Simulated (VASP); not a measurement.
# AlRu (Pm-3m) in VASP: a series of runs

Runs on AlRu. Level: r2SCAN. Tasks: single point.

All numbers are computed with VASP 6.6.1; they aren't measurements. Logs are shortened: lines on timing, memory, paths and dates and some standing lists are left out, and cuts for length are marked.

## (1) The cell of the first run

It takes space group Pm-3m (No. 221, cubic). Conventional cell: a = 2.983 Å, b = 2.983 Å, c = 2.983 Å, α = 90.00°, β = 90.00°, γ = 90.00°. Al (site symmetry m-3m) has 8 Ru at 2.58 Å and 6 Al at 2.98 Å within 3.4 Å. Within 3.4 Å of Ru (site symmetry m-3m) lie 8 Al at 2.58 Å and 6 Ru at 2.98 Å.

## (2) Single point, r2SCAN

Contents of POSCAR:

```
AlRu
1.0
    2.9826244058      0.0000000000      0.0000000000
    0.0000000000      2.9826244058      0.0000000000
    0.0000000000      0.0000000000      2.9826244058
Al Ru
1 1
Direct
    0.0000000000      0.0000000000      0.0000000000
    0.5000000000      0.5000000000      0.5000000000
```

Contents of INCAR.step1:

```
  PREC = Accurate
  ENCUT = 520
  ISMEAR = 0
  SIGMA = 0.1
  LREAL = F
  LASPH = T
  NELM = 60
  NBANDS = 16
  GGA = PE
  ALGO = Normal
  EDIFF = 1E-4
  LWAVE = T
  LCHARG = F
```

Contents of INCAR.step2:

```
  PREC = Accurate
  ENCUT = 520
  EDIFF = 1E-6
  ISMEAR = 0
  SIGMA = 0.1
  LREAL = F
  LASPH = T
  NELM = 60
  ALGO = Normal
  ISIF = 2
  LWAVE = F
  LCHARG = T
  METAGGA = R2SCAN
  LMIXTAU = T
  LELF = T
  LVHAR = T
  NBANDS = 16
  ISTART = 1
```

Contents of KPOINTS:

```
Automatic mesh
0
Gamma
  14 14 14
```

Potentials or basis: VASP PAW PBE potentials, release 64 (Al, Ru_pv).

Command:

```bash
$ cat potpaw_PBE.64/Al/POTCAR potpaw_PBE.64/Ru_pv/POTCAR > POTCAR
$ cp INCAR.step1 INCAR
$ mpirun -np 1 vasp_std > vasp.out
$ cp INCAR.step2 INCAR
$ mpirun -np 1 vasp_std > vasp.out
```

OUTCAR:

```text
PREC = Accurate
   ENCUT = 520
   EDIFF = 1E-6
   ISMEAR = 0
   LREAL = F
   LASPH = T
   NELM = 60
   ISIF = 2
   METAGGA = R2SCAN
   ISTART = 1

 ion  position               nearest neighbor table
   1  0.000  0.000  0.000-   2 2.58   2 2.58   2 2.58   2 2.58   2 2.58   2 2.58   2 2.58   2 2.58

   2  0.500  0.500  0.500-   1 2.58   1 2.58   1 2.58   1 2.58   1 2.58   1 2.58   1 2.58   1 2.58

  LATTYP: Found a simple cubic cell.
 ALAT       =     2.9826244058

  Lattice vectors:

 A1 = (   2.9826244058,   0.0000000000,   0.0000000000)
 A2 = (   0.0000000000,   2.9826244058,   0.0000000000)
 A3 = (   0.0000000000,   0.0000000000,   2.9826244058)

Analysis of symmetry for initial positions (statically):
=====================================================================
 Subroutine PRICEL returns:
 Original cell was already a primitive cell.

 Routine SETGRP: Setting up the symmetry group for a
 simple cubic supercell.

 Subroutine GETGRP returns: Found 48 space group operations
 (whereof 48 operations were pure point group operations)
 out of a pool of 48 trial point group operations.

The static configuration has the point symmetry O_h .

Analysis of symmetry for dynamics (positions and initial velocities):
=====================================================================
 Subroutine PRICEL returns:
 Original cell was already a primitive cell.

 Routine SETGRP: Setting up the symmetry group for a
 simple cubic supercell.

 Subroutine GETGRP returns: Found 48 space group operations
 (whereof 48 operations were pure point group operations)
 out of a pool of 48 trial point group operations.

The dynamic configuration has the point symmetry O_h .

 Subroutine INISYM returns: Found 48 space group operations
 (whereof 48 operations are pure point group operations),
 and found     1 'primitive' translations

----------------------------------------------------------------------------------------

                                     Primitive cell

  volume of cell :      26.5336

  direct lattice vectors                    reciprocal lattice vectors
     2.982624406  0.000000000  0.000000000     0.335275202  0.000000000  0.000000000
     0.000000000  2.982624406  0.000000000     0.000000000  0.335275202  0.000000000
     0.000000000  0.000000000  2.982624406     0.000000000  0.000000000  0.335275202

  length of vectors
     2.982624406  2.982624406  2.982624406     0.335275202  0.335275202  0.335275202

  position of ions in fractional coordinates (direct lattice)
     0.000000000  0.000000000  0.000000000
     0.500000000  0.500000000  0.500000000

  ion indices of the primitive-cell ions
   primitive index   ion index
                 1           1
                 2           2

----------------------------------------------------------------------------------------

 KPOINTS: Automatic mesh

Automatic generation of k-mesh.
 Grid dimensions read from file:
 generate k-points for:   14   14   14

 Generating k-lattice:

  Cartesian coordinates                     Fractional coordinates (reciprocal lattice)
     0.023948229  0.000000000  0.000000000     0.071428571  0.000000000  0.000000000
     0.000000000  0.023948229  0.000000000     0.000000000  0.071428571  0.000000000
     0.000000000  0.000000000  0.023948229     0.000000000  0.000000000  0.071428571

  Length of vectors
     0.023948229  0.023948229  0.023948229

  Shift w.r.t. Gamma in fractional coordinates (k-lattice)
     0.000000000  0.000000000  0.000000000

 Subroutine IBZKPT returns following result:
 ===========================================

 Found    120 irreducible k-points:

 Following reciprocal coordinates:
            Coordinates               Weight
  0.000000  0.000000  0.000000      1.000000
  0.071429  0.000000  0.000000      6.000000
  0.142857  0.000000  0.000000      6.000000
  0.214286  0.000000  0.000000      6.000000
  0.285714  0.000000  0.000000      6.000000
  0.357143  0.000000  0.000000      6.000000
[... 16 lines left out ...]
  0.285714  0.214286  0.000000     24.000000
  0.357143  0.214286  0.000000     24.000000
 [... further k-points ...]
   k-points           NKPTS =    120   k-points in BZ     NKDIM =    120   number of bands    NBANDS=     16
   number of dos      NEDOS =    301   number of ions     NIONS =      2
   total plane-waves  NPLWV =  13824
   dimension x,y,z NGX =    24 NGY =   24 NGZ =   24
   dimension x,y,z NGXF=    48 NGYF=   48 NGZF=   48
   ions per type =               1   1
   NGX,Y,Z   is equivalent  to a cutoff of  13.38, 13.38, 13.38 a.u.
   NGXF,Y,Z  is equivalent  to a cutoff of  26.75, 26.75, 26.75 a.u.
 SYSTEM =  unknown system
   PREC   = accura    normal or accurate (medium, high low for compatibility)
   ISTART =      1    job   : 0-new  1-cont  2-samecut
   ICHARG =      0    charge: 1-file 2-atom 10-const
   ISPIN  =      1    spin polarized calculation?
   LNONCOLLINEAR =      F non collinear calculations
   LSORBIT =      F    spin-orbit coupling
   LASPH  =      T    aspherical Exc in radial PAW
   ENCUT  =  520.0 eV  38.22 Ry    6.18 a.u.   5.55  5.55  5.55*2*pi/ulx,y,z
   NELM   =     60;   NELMIN=  2; NELMDL=  0     # of ELM steps
   EDIFF  = 0.1E-05   stopping-criterion for ELM
   LREAL  =      F    real-space projection
   EDIFFG = 0.1E-04   stopping-criterion for IOM
   NSW    =      0    number of steps for IOM
   IBRION =     -1    ionic relax: 0-MD 1-quasi-New 2-CG
   NFREE  =      0    steps in history (QN), initial steepest desc. (CG)
   ISIF   =      2    stress and relaxation
   ISYM   =      2    0-nonsym 1-usesym 2-fastsym
   POTIM  = 0.5000    time-step for ionic-motion
   TEBEG  =    0.0;   TEEND  =   0.0 temperature during run
   PSTRESS=    0.0 pullay stress
   NELECT =      17.0000    total number of electrons
   NUPDOWN=      -1.0000    fix difference up-down
   EMIN   =  10.00;   EMAX   =-10.00  energy-range for DOS
   EFERMI =   0.00;   METHOD = LEGACY
   ISMEAR =     0;   SIGMA  =   0.10  broadening in eV -4-tet -1-fermi 0-gaus
   EFERMI_NEDOS =   21; number of points for ismear=-14 and -15
   IALGO  =     38    algorithm
   IMIX   =      4    mixing-type and parameters
     AMIX     =   0.40;   BMIX     =  1.00
     AMIX_MAG =   1.60;   BMIX_MAG =  1.00
  volume/ion in A,a.u.               =      13.27        89.53
  Fermi-wavevector in a.u.,A,eV,Ry     =   1.411321  2.667011 27.100464  1.991828
  Thomas-Fermi vector in A             =   2.533185
   LORBIT       =      0    0 simple, 1 ext, 2 COOP (PROOUT), +10 PAW based schemes
   METAGGA = R2SCAN    functional components
   LHFCALC =     F    Hartree Fock is set to
   AEXX    =    0.0000 exact exchange contribution
   IVDW    =     0    specifies the selected vdW correction
   LEPSILON=     F    determine dielectric tensor
   LRPA    =     F    only Hartree local field effects (RPA)
 non-spin polarized calculation
 Gauss-broadening in eV      SIGMA  =   0.10
  energy-cutoff  :      520.00
  volume of cell :       26.53
 maximum number of plane-waves:       739
 NGX is ok and might be reduce to    24
   NGX = 11   NGY = 11   NGZ = 11

 number of electron      16.9999996 magnetization

 Free energy of the ion-electron system (eV)
  ---------------------------------------------------
  ext. energy  EPLUGINS =         0.00000000
  ---------------------------------------------------
  free energy    TOTEN  =       -33.60853133 eV

  energy without entropy =      -33.59894003  energy(sigma->0) =      -33.60373568

 E-fermi :  10.6982     XC(G=0): -13.6662

 val. band max:       10.6979491823   @ k =   0.5000   0.3571   0.2857
 cond. band min:      10.7180047766   @ k =   0.0714   0.0714   0.0000
 fundamental gap:      0.0200555944
 Fermi energy:        10.6981611741

 k-point     1 :       0.0000    0.0000    0.0000
  band No.  band energies     occupation
      1     -32.3782      2.00000
      2     -32.3782      2.00000
      3     -32.3782      2.00000
      4       0.4685      2.00000
      5       6.9650      2.00000
      6       6.9650      2.00000
[... 8 lines left out ...]
     15      22.2194      0.00000
     16      27.3503      0.00000

 k-point     2 :       0.0714    0.0000    0.0000
  band No.  band energies     occupation
      1     -32.3902      2.00000
      2     -32.3771      2.00000
      3     -32.3771      2.00000
      4       0.5733      2.00000
      5       6.9998      2.00000
      6       7.0031      2.00000
[... 8 lines left out ...]
     15      22.6492      0.00000
     16      27.6595      0.00000

 k-point     3 :       0.1429    0.0000    0.0000
  band No.  band energies     occupation
      1     -32.4238      2.00000
      2     -32.3743      2.00000
      3     -32.3743      2.00000
      4       0.8827      2.00000
      5       7.0749      2.00000
      6       7.1125      2.00000
[... 8 lines left out ...]
     15      23.4479      0.00000
     16      28.6251      0.00000

 k-point     4 :       0.2143    0.0000    0.0000
  band No.  band energies     occupation
      1     -32.4721      2.00000
      2     -32.3701      2.00000
      3     -32.3701      2.00000
      4       1.3821      2.00000
      5       7.0984      2.00000
      6       7.2783      2.00000
[... 8 lines left out ...]
     15      24.1100      0.00000
     16      28.8901      0.00000
[... 324 lines left out ...]
 k-point    22 :       0.2143    0.2143    0.0000
  band No.  band energies     occupation
      1     -32.4653      2.00000
      2     -32.4595      2.00000
      3     -32.3620      2.00000
      4       2.2189      2.00000
      5       7.2485      2.00000
      6       7.6169      2.00000
[... 8 lines left out ...]
     15      26.1399      0.00000
     16      26.4876      0.00000

 k-point    23 :       0.2857    0.2143    0.0000
  band No.  band energies     occupation
      1     -32.5149      2.00000
      2     -32.4567      2.00000
      3     -32.3573      2.00000
      4       2.8134      2.00000
      5       7.0322      2.00000
      6       7.8318      2.00000
[... 8 lines left out ...]
     15      25.3396      0.00000
     16      27.0179      0.00000

 k-point    24 :       0.3571    0.2143    0.0000
  band No.  band energies     occupation
      1     -32.5616      2.00000
      2     -32.4518      2.00000
      3     -32.3531      2.00000
      4       3.5083      2.00000
      5       6.5529      2.00000
      6       8.0509      2.00000
[... 8 lines left out ...]
     15      24.1829      0.00000
     16      25.9908      0.00000

 [... further k-points ...]
[... 5 lines left out ...]
  --------------------------------------------------------------------------------------
  -------------------------------------------------------------------------------------
  Total        0.0203883      0.0203883      0.0203883      0.0000000     -0.0000000      0.0000000
  in kB        1.2311056      1.2311056      1.2311056      0.0000000     -0.0000000      0.0000000
  external PRESSURE =       1.2311056 kB  Pullay stress =       0.0000000 kB

 VOLUME and BASIS-vectors are now :
 -----------------------------------------------------------------------------
  energy-cutoff  :      520.00
  volume of cell :       26.53
      direct lattice vectors                 reciprocal lattice vectors
     2.982624406  0.000000000  0.000000000     0.335275202  0.000000000  0.000000000
     0.000000000  2.982624406  0.000000000     0.000000000  0.335275202  0.000000000
     0.000000000  0.000000000  2.982624406     0.000000000  0.000000000  0.335275202

 POSITION                                       TOTAL-FORCE (eV/Angst)
 -----------------------------------------------------------------------------------
      0.00000      0.00000      0.00000         0.000000      0.000000      0.000000
      1.49131      1.49131      1.49131         0.000000      0.000000      0.000000
 -----------------------------------------------------------------------------------
    total drift:                                0.000000     -0.000000     -0.000000

  FREE ENERGIE OF THE ION-ELECTRON SYSTEM (eV)
  ---------------------------------------------------
  free  energy   TOTEN  =       -33.6085313306 eV

  energy  without entropy=      -33.5989400341  energy(sigma->0) =      -33.60373568
```

It took 75 s on 1 thread of Intel Xeon Platinum 8259CL at 2.50GHz (Skylake/Cascade Lake), shared host; peak memory 0.18 GiB.

What came out:

```
Free energy : -33.6085 eV
Pressure    : 0.1 GPa
```

Caveat: the PAW data sets were made with another functional, which shifts forces and pressure a little.

## (3) Single point, r2SCAN

POSCAR is that of step 2.

Contents of INCAR.step1:

```
SYSTEM = AlRu
  ALGO = Normal
  EDIFF = 1E-4
  ENCUT = 520
  GGA = PE
  ISMEAR = 0
  LASPH = .True.
  LCHARG = .False.
  LREAL = .False.
  LWAVE = .True.
  NBANDS = 16
  NELM = 100
  PREC = Accurate
  SIGMA = 0.15
```

Contents of INCAR.step2:

```
SYSTEM = AlRu
  ALGO = Normal
  EDIFF = 1E-7
  ENCUT = 520
  ISIF = 2
  ISMEAR = 0
  ISTART = 1
  LASPH = .True.
  LCHARG = .False.
  LMIXTAU = .True.
  LREAL = .False.
  LWAVE = .False.
  METAGGA = R2SCAN
  NBANDS = 16
  NELM = 100
  PREC = Accurate
  SIGMA = 0.15
```

Contents of KPOINTS:

```
k-points
0
Gamma
  20 20 20
  0 0 0
```

Potentials or basis: VASP PAW PBE potentials, release 64 (Al, Ru_pv).

Command:

```bash
$ cat potpaw_PBE.64/Al/POTCAR potpaw_PBE.64/Ru_pv/POTCAR > POTCAR
$ cp INCAR.step1 INCAR
$ mpirun -np 1 vasp_std > vasp.out
$ cp INCAR.step2 INCAR
$ mpirun -np 1 vasp_std > vasp.out
```

OUTCAR:

```text
SYSTEM = AlRu
   EDIFF = 1E-7
   ENCUT = 520
   ISIF = 2
   ISMEAR = 0
   ISTART = 1
   LASPH = .True.
   LREAL = .False.
   METAGGA = R2SCAN
   NELM = 100
   PREC = Accurate

 ion  position               nearest neighbor table
   1  0.000  0.000  0.000-   2 2.58   2 2.58   2 2.58   2 2.58   2 2.58   2 2.58   2 2.58   2 2.58

   2  0.500  0.500  0.500-   1 2.58   1 2.58   1 2.58   1 2.58   1 2.58   1 2.58   1 2.58   1 2.58

  LATTYP: Found a simple cubic cell.
 ALAT       =     2.9826244058

  Lattice vectors:

 A1 = (   2.9826244058,   0.0000000000,   0.0000000000)
[... 627 lines left out ...]
      4       1.4596      2.00000
      5       7.1828      2.00000
      6       7.3097      2.00000
[... 8 lines left out ...]
     15      24.4752      0.00000
     16      28.3816      0.00000

 [... further k-points ...]
[... 5 lines left out ...]
  --------------------------------------------------------------------------------------
  -------------------------------------------------------------------------------------
  Total        0.0201921      0.0201921      0.0201921      0.0000000      0.0000000     -0.0000000
  in kB        1.2192583      1.2192583      1.2192583      0.0000000      0.0000000     -0.0000000
  external PRESSURE =       1.2192583 kB  Pullay stress =       0.0000000 kB

 VOLUME and BASIS-vectors are now :
 -----------------------------------------------------------------------------
  energy-cutoff  :      520.00
  volume of cell :       26.53
      direct lattice vectors                 reciprocal lattice vectors
     2.982624406  0.000000000  0.000000000     0.335275202  0.000000000  0.000000000
     0.000000000  2.982624406  0.000000000     0.000000000  0.335275202  0.000000000
     0.000000000  0.000000000  2.982624406     0.000000000  0.000000000  0.335275202

 POSITION                                       TOTAL-FORCE (eV/Angst)
 -----------------------------------------------------------------------------------
      0.00000      0.00000      0.00000         0.000000      0.000000      0.000000
      1.49131      1.49131      1.49131         0.000000      0.000000      0.000000
 -----------------------------------------------------------------------------------
    total drift:                                0.000000     -0.000000     -0.000000

  FREE ENERGIE OF THE ION-ELECTRON SYSTEM (eV)
  ---------------------------------------------------
  free  energy   TOTEN  =       -33.6179805415 eV

  energy  without entropy=      -33.6002580689  energy(sigma->0) =      -33.60911931
```

Wall time 3.3 min (1 thread of Intel Xeon Platinum 8259CL at 2.50GHz (Skylake/Cascade Lake), shared host); peak memory 0.24 GiB.

What came out:

```
Free energy : -33.6180 eV
Pressure    : 0.1 GPa
```

Caveat: the PAW data sets were made with another functional, which shifts forces and pressure a little.
